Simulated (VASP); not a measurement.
# AlC18 in VASP: further runs, part 2 of 2

VASP 6.6.1. The steps go on from the part before.

## Step 3: Single point, PBE, collinear spin, zero start

Contents of INCAR:

```
PREC = Accurate ; ENCUT = 520
EDIFF = 1E-6 ; ISMEAR = 0
SIGMA = 0.05 ; LREAL = Auto
LASPH = True ; NELM = 150
ALGO = Normal ; ISIF = 2
LWAVE = False ; LCHARG = True
ISPIN = 2 ; MAGMOM = 0 0 0 0 0 0 0 0 0 0 0 0 0 0 0 0 0 0 0
LORBIT = 11 ; GGA = PE
LELF = True ; LVHAR = True
NBANDS = 56
```

Contents of KPOINTS:

```
regular mesh
0
Gamma
  2 2 1
```

Contents of POSCAR:

```
AlC18
1.0
    7.3980000000      0.0000000000      0.0000000000
   -3.6990000000      6.4068560000      0.0000000000
    0.0000000000      0.0000000000     11.0000000000
C Al
18 1
Direct
    0.0001113828      0.0013106272      0.0869287273
    0.2217632250      0.1109865744      0.0882204545
   -0.0004507432      0.3328757506      0.0886687273
    0.2213811142      0.4440212173      0.0881481818
    0.0001389117      0.6660115351      0.0885570000
    0.2222131779      0.7777872641      0.0886267273
    0.3326619559     -0.0003386997      0.0881694545
    0.5544954846      0.1103494444      0.0886827273
    0.3318202795      0.3325902752      0.0886128182
    0.5539072909      0.4428975772      0.0885327273
    0.3322748029      0.6662422255      0.0882022727
    0.5539312842      0.7782272615      0.0868964545
    0.6659131589     -0.0000382403      0.0875706364
    0.8881378841      0.1110697665      0.0875675455
    0.6657808103      0.3321009556      0.0892670000
    0.8882789582      0.4433538072      0.0892586364
    0.6648848043      0.6664324904      0.0852985455
    0.8891745688      0.7785689268      0.0853752727
    0.7759172371      0.6657493160      0.2828707273
```

Potentials or basis: VASP PAW PBE potentials, release 64 (C, Al).

Started as:

```
> cat potpaw_PBE.64/C/POTCAR potpaw_PBE.64/Al/POTCAR > POTCAR
> mpirun -np 1 vasp_std > vasp.out
```

It took 4.4 min on 1 thread of AMD EPYC 9R45 (Zen 5), shared host; peak memory 0.76 GiB.

It converged, with:

```
Free energy                                           : -167.4537 eV
Largest force                                         : 0.191 eV/Å
Net moment                                            : 0.00 μB per cell
Valence electrons inside the program's atomic spheres : C 2.66, 2.65 (each value once); Al 0.75
```

Forces in eV/Å, atoms in the order of the input:
```
C   -0.004  0.012  0.003
C   -0.008  0.009 -0.008
C    0.001  0.012  0.002
C   -0.001  0.017  0.009
C   -0.004  0.009  0.007
C    0.006  0.003 -0.003
C   -0.009  0.007  0.004
C   -0.007  0.001  0.004
C   -0.007  0.007 -0.001
C   -0.016  0.012  0.008
C   -0.009  0.010 -0.005
C   -0.011  0.003 -0.004
C   -0.007  0.007 -0.007
C   -0.005  0.009 -0.008
C   -0.007  0.002  0.003
C    0.006  0.011  0.004
C   -0.010  0.017  0.001
C   -0.007  0.014  0.005
Al   0.099 -0.163 -0.014
```

Levels at points of the mesh, in eV from the Fermi level:
Spin up:
```
           k point  band 34  band 35  band 36  band 37  band 38  band 39  band 40  band 41
(0.00, 0.00, 0.00)    -3.25    -2.74    -0.59    -0.54    -0.31    -0.29     1.64     1.94
(0.50, 0.00, 0.00)    -3.00    -2.94    -2.61    -2.55     1.10     1.25     1.34     2.14
(0.00, 0.50, 0.00)    -3.03    -2.93    -2.61    -2.54     0.82     1.31     1.81     1.88
(0.50, 0.50, 0.00)    -3.03    -2.93    -2.61    -2.54     0.82     1.31     1.81     1.88
```
Spin down:
```
           k point  band 33  band 34  band 35  band 36  band 37  band 38  band 39  band 40  band 41  band 42
(0.00, 0.00, 0.00)    -3.25    -3.25    -2.74    -0.59    -0.54    -0.31    -0.29     1.64     1.94     2.92
(0.50, 0.00, 0.00)    -3.35    -3.00    -2.94    -2.61    -2.55     1.10     1.25     1.34     2.14     2.16
(0.00, 0.50, 0.00)    -3.24    -3.03    -2.93    -2.61    -2.54     0.82     1.31     1.81     1.88     2.24
(0.50, 0.50, 0.00)    -3.24    -3.03    -2.93    -2.61    -2.54     0.82     1.31     1.81     1.88     2.24
```

Caveat: the k points lie up to 0.49 Å⁻¹ apart; there is no dipole correction, which matters where the two faces differ; no moment was typed at the start, so none could form.

## Step 4: Single point, PBE, collinear spin, zero start

Contents of INCAR:

```
SYSTEM = AlC18
ALGO = Normal
EDIFF = 1E-7
ENCUT = 520
GGA = PE
ISIF = 2
ISMEAR = 0
ISPIN = 2
LASPH = .True.
LCHARG = .False.
LORBIT = 11
LREAL = Auto
LWAVE = .False.
MAGMOM = 0 0 0 0 0 0 0 0 0 0 0 0 0 0 0 0 0 0 0
NBANDS = 56
NELM = 150
PREC = Accurate
SIGMA = 0.05
```

Contents of KPOINTS:

```
k-points
0
Gamma
  2 2 1
  0 0 0
```

Contents of POSCAR:

```
AlC18
1.0
    7.3980000000      0.0000000000      0.0000000000
   -3.6990000000      6.4068560000      0.0000000000
    0.0000000000      0.0000000000     11.0000000000
C Al
18 1
Direct
    0.0001385643      0.0009213567      0.0885575455
    0.2222129446      0.1112206986      0.0886270909
   -0.0004509296      0.3334682409      0.0886690000
    0.2213810648      0.4441546681      0.0881480909
    0.0001118691      0.6655957306      0.0869284545
    0.2217634755      0.7775715577      0.0882200909
    0.3326618132     -0.0002046245      0.0881693636
    0.5544955630      0.1109408421      0.0886829091
    0.3322743776      0.3328272089      0.0882020000
    0.5539309075      0.4424984735      0.0868962727
    0.3318204002      0.6660249583      0.0886131818
    0.5539075245      0.7778039650      0.0885333636
    0.6657805788      0.0004746478      0.0892685455
    0.8882791139      0.1117201635      0.0892601818
    0.6659132469      0.3327462019      0.0875699091
    0.8881378818      0.4438629493      0.0875667273
    0.6648849010      0.6652464173      0.0852990000
    0.8891742298      0.7773995545      0.0853756364
    0.7759177786      0.7770358816      0.2828675455
```

Started as:

```
> cat potpaw_PBE.64/C/POTCAR potpaw_PBE.64/Al/POTCAR > POTCAR
> mpirun -np 1 vasp_std > vasp.out
```

It took 4.3 min on 1 thread of AMD EPYC 9R45 (Zen 5), shared host; peak memory 0.76 GiB.

Results (log left out):

* Free energy: -167.4537 eV
* Largest force: 0.192 eV/Å
* Net moment: 0.00 μB per cell
* Valence electrons inside the program's atomic spheres: C 2.65, 2.66 (each value once); Al 0.75

Forces in eV/Å, atoms in the order of the input:
```
C    0.007 -0.017  0.007
C    0.008 -0.008 -0.005
C    0.008 -0.003  0.001
C    0.008  0.000  0.009
C    0.008 -0.006  0.000
C    0.013 -0.013 -0.004
C    0.000 -0.009  0.003
C    0.003 -0.016  0.003
C    0.004 -0.014 -0.007
C    0.000 -0.009  0.000
C    0.008 -0.006  0.000
C    0.006 -0.013  0.007
C   -0.004 -0.012  0.002
C    0.003 -0.005  0.003
C    0.005 -0.008 -0.007
C    0.008 -0.006 -0.005
C    0.005 -0.009  0.001
C    0.005 -0.013  0.004
Al  -0.095  0.167 -0.013
```

Levels at points of the mesh, in eV from the Fermi level:
Spin up:
| k point | band 33 | band 34 | band 35 | band 36 | band 37 | band 38 | band 39 | band 40 | band 41 | band 42 |
| --- | --- | --- | --- | --- | --- | --- | --- | --- | --- | --- |
| (0.00, 0.00, 0.00) | -3.25 | -3.25 | -2.74 | -0.59 | -0.54 | -0.31 | -0.29 | 1.64 | 1.94 | 2.92 |
| (0.50, 0.00, 0.00) | -3.35 | -3.00 | -2.94 | -2.61 | -2.55 | 1.10 | 1.25 | 1.34 | 2.14 | 2.16 |
| (0.00, 0.50, 0.00) | -3.24 | -3.03 | -2.93 | -2.61 | -2.54 | 0.82 | 1.31 | 1.81 | 1.88 | 2.24 |
| (0.50, 0.50, 0.00) | -3.24 | -3.03 | -2.93 | -2.61 | -2.54 | 0.82 | 1.31 | 1.81 | 1.88 | 2.24 |
Spin down:
```
           k point  band 34  band 35  band 36  band 37  band 38  band 39  band 40  band 41
(0.00, 0.00, 0.00)    -3.25    -2.74    -0.59    -0.54    -0.31    -0.29     1.64     1.94
(0.50, 0.00, 0.00)    -3.00    -2.94    -2.61    -2.55     1.10     1.25     1.34     2.14
(0.00, 0.50, 0.00)    -3.03    -2.93    -2.61    -2.54     0.82     1.31     1.81     1.88
(0.50, 0.50, 0.00)    -3.03    -2.93    -2.61    -2.54     0.82     1.31     1.81     1.88
```

Caveat: the k points lie up to 0.49 Å⁻¹ apart; there is no dipole correction, which matters where the two faces differ; no moment was typed at the start, so none could form.

## Step 5: The runs side by side

```tsv
cell	gap on the mesh (eV)	moment (μB)	largest force (eV/Å)
as given, atomic positions A	none	0.00	0.19
as given, atomic positions B	none	0.00	0.19
as given, atomic positions C	none	0.00	0.19
```

Alike in all rows: task single point; level PBE; potentials or basis VASP PAW PBE potentials, release 64 (C, Al); spin collinear, zero start; k mesh 2 × 2 × 1; cutoff (eV) 520; smearing gaussian 0.05 eV.

Caveats: all runs use coarse meshes; there is no dipole correction, which matters where the two faces differ; no moment was typed at the start, so none could form.

Total energies depend on the potentials used, so only differences within one code and one set of settings carry meaning.
